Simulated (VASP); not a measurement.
# BN (P6_3/mmc) in VASP: a series of runs

BN is run at these levels: PBE; tasks: single point.

Everything below comes from runs of VASP 6.6.1. Logs are shortened: lines on timing, memory, paths and dates and some standing lists are left out, and cuts for length are marked.

### 1 The cell of the first run

The structure is hexagonal, space group P6_3/mmc (No. 194). The conventional cell has a = 2.697 Å, b = 2.697 Å, c = 5.740 Å, α = 90.00°, β = 90.00°, γ = 120.00°. B (site symmetry -6m2) has 3 N at 1.56 Å within 2.1 Å. Within 2.1 Å of N (site symmetry -6m2) lie 3 B at 1.56 Å.

### 2 Single point, PBE

Contents of INCAR:

```
PREC = Accurate
ENCUT = 520
EDIFF = 1E-6
ISMEAR = 0
SIGMA = 0.05
LREAL = F
LASPH = T
NELM = 60
ALGO = Normal
ISIF = 2
LWAVE = F
LCHARG = F
GGA = PE
NBANDS = 16
```

Contents of KPOINTS:

```
regular mesh
0
Gamma
  12 12 4
```

Contents of POSCAR:

```
BN
1.0
    2.6973432957      0.0000000000      0.0000000000
   -1.3486716479      2.3359678167      0.0000000000
    0.0000000000      0.0000000000      5.7404481429
B N
2 2
Direct
    0.3333333333      0.6666666667      0.2500000000
    0.6666666667      0.3333333333      0.7500000000
    0.3333333333      0.6666666667      0.7500000000
    0.6666666667      0.3333333333      0.2500000000
```

Potentials or basis: VASP PAW PBE potentials, release 64 (B, N).

Run with:

```bash
cat potpaw_PBE.64/B/POTCAR potpaw_PBE.64/N/POTCAR > POTCAR
mpirun -np 1 vasp_std > vasp.out
```

OUTCAR:

```text
PREC = Accurate
   ENCUT = 520
   EDIFF = 1E-6
   ISMEAR = 0
   LREAL = F
   LASPH = T
   NELM = 60
   ISIF = 2
   GGA = PE

 ion  position               nearest neighbor table
   1  0.333  0.667  0.250-   4 1.56   4 1.56   4 1.56
   2  0.667  0.333  0.750-   3 1.56   3 1.56   3 1.56
   3  0.333  0.667  0.750-   2 1.56   2 1.56   2 1.56
   4  0.667  0.333  0.250-   1 1.56   1 1.56   1 1.56

  LATTYP: Found a hexagonal cell.
 ALAT       =     2.6973432957
 C/A-ratio  =     2.1281859643

  Lattice vectors:

 A1 = (   2.6973432957,   0.0000000000,   0.0000000000)
 A2 = (  -1.3486716479,   2.3359678167,   0.0000000000)
 A3 = (   0.0000000000,   0.0000000000,   5.7404481429)

Analysis of symmetry for initial positions (statically):
=====================================================================
 Subroutine PRICEL returns:
 Original cell was already a primitive cell.

 Routine SETGRP: Setting up the symmetry group for a
 hexagonal supercell.

 Subroutine GETGRP returns: Found 24 space group operations
 (whereof 12 operations were pure point group operations)
 out of a pool of 24 trial point group operations.

The static configuration has the point symmetry D_3d.
 The point group associated with its full space group is D_6h.

Analysis of symmetry for dynamics (positions and initial velocities):
=====================================================================
 Subroutine PRICEL returns:
 Original cell was already a primitive cell.

 Routine SETGRP: Setting up the symmetry group for a
 hexagonal supercell.

 Subroutine GETGRP returns: Found 24 space group operations
 (whereof 12 operations were pure point group operations)
 out of a pool of 24 trial point group operations.

The dynamic configuration has the point symmetry D_3d.
 The point group associated with its full space group is D_6h.

 Subroutine INISYM returns: Found 24 space group operations
 (whereof 12 operations are pure point group operations),
 and found     1 'primitive' translations

----------------------------------------------------------------------------------------

                                     Primitive cell

  volume of cell :      36.1700

  direct lattice vectors                    reciprocal lattice vectors
     2.697343296  0.000000000  0.000000000     0.370735161  0.214044045  0.000000000
    -1.348671648  2.335967817  0.000000000     0.000000000  0.428088090  0.000000000
     0.000000000  0.000000000  5.740448143     0.000000000  0.000000000  0.174202427

  length of vectors
     2.697343296  2.697343296  5.740448143     0.428088090  0.428088090  0.174202427

  position of ions in fractional coordinates (direct lattice)
     0.333333333  0.666666667  0.250000000
     0.666666667  0.333333333  0.750000000
     0.333333333  0.666666667  0.750000000
     0.666666667  0.333333333  0.250000000

  ion indices of the primitive-cell ions
   primitive index   ion index
                 1           1
                 2           2
                 3           3
                 4           4

----------------------------------------------------------------------------------------

 KPOINTS: regular mesh

Automatic generation of k-mesh.
 Grid dimensions read from file:
 generate k-points for:   12   12    4

 Generating k-lattice:

  Cartesian coordinates                     Fractional coordinates (reciprocal lattice)
     0.030894597  0.017837004  0.000000000     0.083333333 -0.000000000  0.000000000
     0.000000000  0.035674007  0.000000000     0.000000000  0.083333333  0.000000000
     0.000000000  0.000000000  0.043550607     0.000000000  0.000000000  0.250000000

  Length of vectors
     0.035674007  0.035674007  0.043550607

  Shift w.r.t. Gamma in fractional coordinates (k-lattice)
     0.000000000  0.000000000  0.000000000

 Subroutine IBZKPT returns following result:
 ===========================================

 Found     57 irreducible k-points:

 Following reciprocal coordinates:
            Coordinates               Weight
  0.000000  0.000000  0.000000      1.000000
  0.083333 -0.000000  0.000000      6.000000
  0.166667  0.000000  0.000000      6.000000
  0.250000 -0.000000  0.000000      6.000000
  0.333333 -0.000000  0.000000      6.000000
  0.416667 -0.000000  0.000000      6.000000
[... 16 lines left out ...]
  0.250000 -0.000000  0.250000     12.000000
  0.333333 -0.000000  0.250000     12.000000
 [... further k-points ...]
   k-points           NKPTS =     57   k-points in BZ     NKDIM =     57   number of bands    NBANDS=     16
   number of dos      NEDOS =    301   number of ions     NIONS =      4
   total plane-waves  NPLWV =  19200
   dimension x,y,z NGX =    20 NGY =   20 NGZ =   48
   dimension x,y,z NGXF=    40 NGYF=   40 NGZF=   96
   ions per type =               2   2
   NGX,Y,Z   is equivalent  to a cutoff of  12.33, 12.33, 13.90 a.u.
   NGXF,Y,Z  is equivalent  to a cutoff of  24.65, 24.65, 27.80 a.u.
 SYSTEM =  unknown system
   PREC   = accura    normal or accurate (medium, high low for compatibility)
   ISTART =      0    job   : 0-new  1-cont  2-samecut
   ICHARG =      2    charge: 1-file 2-atom 10-const
   ISPIN  =      1    spin polarized calculation?
   LNONCOLLINEAR =      F non collinear calculations
   LSORBIT =      F    spin-orbit coupling
   LASPH  =      T    aspherical Exc in radial PAW
   ENCUT  =  520.0 eV  38.22 Ry    6.18 a.u.   5.02  5.02 10.67*2*pi/ulx,y,z
   NELM   =     60;   NELMIN=  2; NELMDL= -5     # of ELM steps
   EDIFF  = 0.1E-05   stopping-criterion for ELM
   LREAL  =      F    real-space projection
   EDIFFG = 0.1E-04   stopping-criterion for IOM
   NSW    =      0    number of steps for IOM
   IBRION =     -1    ionic relax: 0-MD 1-quasi-New 2-CG
   NFREE  =      0    steps in history (QN), initial steepest desc. (CG)
   ISIF   =      2    stress and relaxation
   ISYM   =      2    0-nonsym 1-usesym 2-fastsym
   POTIM  = 0.5000    time-step for ionic-motion
   TEBEG  =    0.0;   TEEND  =   0.0 temperature during run
   PSTRESS=    0.0 pullay stress
   NELECT =      16.0000    total number of electrons
   NUPDOWN=      -1.0000    fix difference up-down
   EMIN   =  10.00;   EMAX   =-10.00  energy-range for DOS
   EFERMI =   0.00;   METHOD = LEGACY
   ISMEAR =     0;   SIGMA  =   0.05  broadening in eV -4-tet -1-fermi 0-gaus
   EFERMI_NEDOS =   21; number of points for ismear=-14 and -15
   IALGO  =     38    algorithm
   IMIX   =      4    mixing-type and parameters
     AMIX     =   0.40;   BMIX     =  1.00
     AMIX_MAG =   1.60;   BMIX_MAG =  1.00
  volume/ion in A,a.u.               =       9.04        61.02
  Fermi-wavevector in a.u.,A,eV,Ry     =   1.247379  2.357205 21.170055  1.555955
  Thomas-Fermi vector in A             =   2.381514
   LORBIT       =      0    0 simple, 1 ext, 2 COOP (PROOUT), +10 PAW based schemes
   GGA     = PE    functional components
   LHFCALC =     F    Hartree Fock is set to
   AEXX    =    0.0000 exact exchange contribution
   IVDW    =     0    specifies the selected vdW correction
   LEPSILON=     F    determine dielectric tensor
   LRPA    =     F    only Hartree local field effects (RPA)
 non-spin polarized calculation
 Gauss-broadening in eV      SIGMA  =   0.05
  energy-cutoff  :      520.00
  volume of cell :       36.17
 maximum number of plane-waves:       990
 NGX is ok and might be reduce to    20

 number of electron      15.9999998 magnetization

 Free energy of the ion-electron system (eV)
  ---------------------------------------------------
  ext. energy  EPLUGINS =         0.00000000
  ---------------------------------------------------
  free energy    TOTEN  =       -33.91109839 eV

  energy without entropy =      -33.91109839  energy(sigma->0) =      -33.91109839

 E-fermi :   3.1040     XC(G=0): -10.5037

 val. band max:        2.7923791449   @ k =   0.2500   0.2500   0.0000
 cond. band min:       6.3876837621   @ k =   0.5000  -0.0000   0.2500
 fundamental gap:      3.5953046173
 Fermi energy:         3.1039983501

 k-point     1 :       0.0000    0.0000    0.0000
  band No.  band energies     occupation
      1     -14.2712      2.00000
      2     -13.4197      2.00000
      3      -3.4399      2.00000
      4       0.7542      2.00000
      5       0.9602      2.00000
      6       0.9602      2.00000
[... 8 lines left out ...]
     15      12.8353      0.00000
     16      12.9661      0.00000

 k-point     2 :       0.0833   -0.0000    0.0000
  band No.  band energies     occupation
      1     -14.1536      2.00000
      2     -13.3135      2.00000
      3      -3.2824      2.00000
      4       0.4330      2.00000
      5       0.6405      2.00000
      6       0.7473      2.00000
[... 8 lines left out ...]
     15      12.6873      0.00000
     16      13.0647      0.00000

 k-point     3 :       0.1667    0.0000    0.0000
  band No.  band energies     occupation
      1     -13.8077      2.00000
      2     -13.0031      2.00000
      3      -2.8158      2.00000
      4      -0.8679      2.00000
      5      -0.6202      2.00000
      6       0.2279      2.00000
[... 8 lines left out ...]
     15      13.9529      0.00000
     16      14.3304      0.00000

 k-point     4 :       0.2500   -0.0000    0.0000
  band No.  band energies     occupation
      1     -13.2593      2.00000
      2     -12.5207      2.00000
      3      -2.4672      2.00000
      4      -2.1635      2.00000
      5      -2.0614      2.00000
      6      -0.3767      2.00000
[... 8 lines left out ...]
     15      15.7869      0.00000
     16      16.1077      0.00000
[... 324 lines left out ...]
 k-point    22 :       0.1667    0.0000    0.2500
  band No.  band energies     occupation
      1     -13.7042      2.00000
      2     -13.1380      2.00000
      3      -2.3589      2.00000
      4      -0.8058      2.00000
      5      -0.7065      2.00000
      6       0.2625      2.00000
[... 8 lines left out ...]
     15      14.0025      0.00000
     16      14.2689      0.00000

 k-point    23 :       0.2500   -0.0000    0.2500
  band No.  band energies     occupation
      1     -13.1632      2.00000
      2     -12.6428      2.00000
      3      -2.4968      2.00000
      4      -2.2372      2.00000
      5      -1.5182      2.00000
      6      -0.3384      2.00000
[... 8 lines left out ...]
     15      15.8262      0.00000
     16      16.0520      0.00000

 k-point    24 :       0.3333   -0.0000    0.2500
  band No.  band energies     occupation
      1     -12.4861      2.00000
      2     -12.0445      2.00000
      3      -3.9841      2.00000
      4      -3.7377      2.00000
      5      -0.8572      2.00000
      6      -0.6539      2.00000
[... 8 lines left out ...]
     15      17.8245      0.00000
     16      17.9973      0.00000

 [... further k-points ...]
[... 5 lines left out ...]
  --------------------------------------------------------------------------------------
  -------------------------------------------------------------------------------------
  Total      -13.9607808    -13.9607808      1.9110018      0.0000000      0.0000000     -0.0000000
  in kB     -618.4027513   -618.4027512     84.6491908      0.0000000      0.0000000     -0.0000000
  external PRESSURE =    -384.0521039 kB  Pullay stress =       0.0000000 kB

 VOLUME and BASIS-vectors are now :
 -----------------------------------------------------------------------------
  energy-cutoff  :      520.00
  volume of cell :       36.17
      direct lattice vectors                 reciprocal lattice vectors
     2.697343296  0.000000000  0.000000000     0.370735161  0.214044045  0.000000000
    -1.348671648  2.335967817  0.000000000     0.000000000  0.428088090  0.000000000
     0.000000000  0.000000000  5.740448143     0.000000000  0.000000000  0.174202427

 POSITION                                       TOTAL-FORCE (eV/Angst)
 -----------------------------------------------------------------------------------
     -0.00000      1.55731      1.43511        -0.000000      0.000000      0.000000
      1.34867      0.77866      4.30534         0.000000     -0.000000     -0.000000
     -0.00000      1.55731      4.30534         0.000000     -0.000000      0.000000
      1.34867      0.77866      1.43511         0.000000      0.000000      0.000000
 -----------------------------------------------------------------------------------
    total drift:                               -0.000000      0.000000      0.000000

  FREE ENERGIE OF THE ION-ELECTRON SYSTEM (eV)
  ---------------------------------------------------
  free  energy   TOTEN  =       -33.9110983915 eV

  energy  without entropy=      -33.9110983915  energy(sigma->0) =      -33.91109839
```

It took 18 s on 1 thread of Intel Xeon 6975P-C, shared host; peak memory 0.16 GiB.

Results:

| Property | Result |
| --- | --- |
| Free energy | -33.9111 eV |
| Pressure | -38.4 GPa |
| Band gap on the k mesh | 3.60 eV, indirect (least direct gap 3.92 eV) |

Levels at points of the mesh, in eV from the valence-band top:
```csv
k point,band 4,band 5,band 6,band 7,band 8,band 9,band 10,band 11,band 12,band 13
"(0.00, 0.00, 0.00)",-2.04,-1.83,-1.83,-1.63,-1.63,5.52,8.47,9.38,9.38,9.81
"(0.50, 0.00, 0.00)",-8.12,-4.15,-3.85,-2.19,-0.21,3.73,5.79,7.19,7.53,12.34
"(0.00, 0.00, 0.50)",-4.44,-1.73,-1.73,-1.73,-1.73,7.65,7.65,9.58,9.58,9.58
"(0.50, 0.00, 0.50)",-8.31,-4.00,-4.00,-0.97,-0.97,4.05,4.05,7.54,7.54,13.00
```

Caveat: this functional lacks dispersion, which binds the layers, so the pressure and a relaxed spacing across them are unreliable.

### 3 Single point, PBE

This run uses another cell than the first one, of the same volume but with other edges.

Contents of INCAR:

```
SYSTEM = BN
  PREC = Accurate
  ENCUT = 520
  EDIFF = 1E-6
  ISMEAR = 0
  SIGMA = 0.05
  LREAL = .False.
  LASPH = .True.
  NELM = 100
  ALGO = Normal
  ISIF = 2
  LWAVE = .False.
  LCHARG = .False.
  GGA = PE
  NBANDS = 16
```

Contents of KPOINTS:

```
Automatic mesh
0
Gamma
  12 12 4
  0 0 0
```

Contents of POSCAR:

```
BN
1.0
    2.2943082580      0.0000000000      0.0000000000
   -1.1471541290      1.9869292355      0.0000000000
    0.0000000000      0.0000000000      7.9344112779
B N
2 2
Direct
    0.3333333333      0.6666666667      0.2500000000
    0.6666666667      0.3333333333      0.7500000000
    0.3333333333      0.6666666667      0.7500000000
    0.6666666667      0.3333333333      0.2500000000
```

Potentials or basis: VASP PAW PBE potentials, release 64 (B, N).

Run with:

```bash
cat potpaw_PBE.64/B/POTCAR potpaw_PBE.64/N/POTCAR > POTCAR
mpirun -np 1 vasp_std > vasp.out
```

Wall time 19 s (1 thread of Intel Xeon 6975P-C, shared host); peak memory 0.16 GiB.

The run converged. Its results:

```
Free energy            : -32.9061 eV
Pressure               : 79.6 GPa
Band gap on the k mesh : 4.14 eV, indirect (least direct gap 5.07 eV)
```

Stress tensor (GPa, compression positive):
```
119.42   0.00   0.00
  0.00 119.42   0.00
  0.00   0.00   0.00
```

Levels at points of the mesh, in eV from the valence-band top:
```
           k point  band 6  band 7  band 8  band 9  band 10  band 11
(0.00, 0.00, 0.00)   -0.94   -0.94   -0.94    4.14     8.00    12.03
(0.50, 0.00, 0.00)   -4.52   -1.34   -1.06    4.98     5.58    11.73
(0.00, 0.00, 0.50)   -0.94   -0.94   -0.94    5.64     5.64    13.93
(0.50, 0.00, 0.50)   -4.53   -1.20   -1.20    5.24     5.24    12.44
```

Caveat: this functional lacks dispersion, which binds the layers, so the pressure and a relaxed spacing across them are unreliable. A k mesh can miss the band edges.
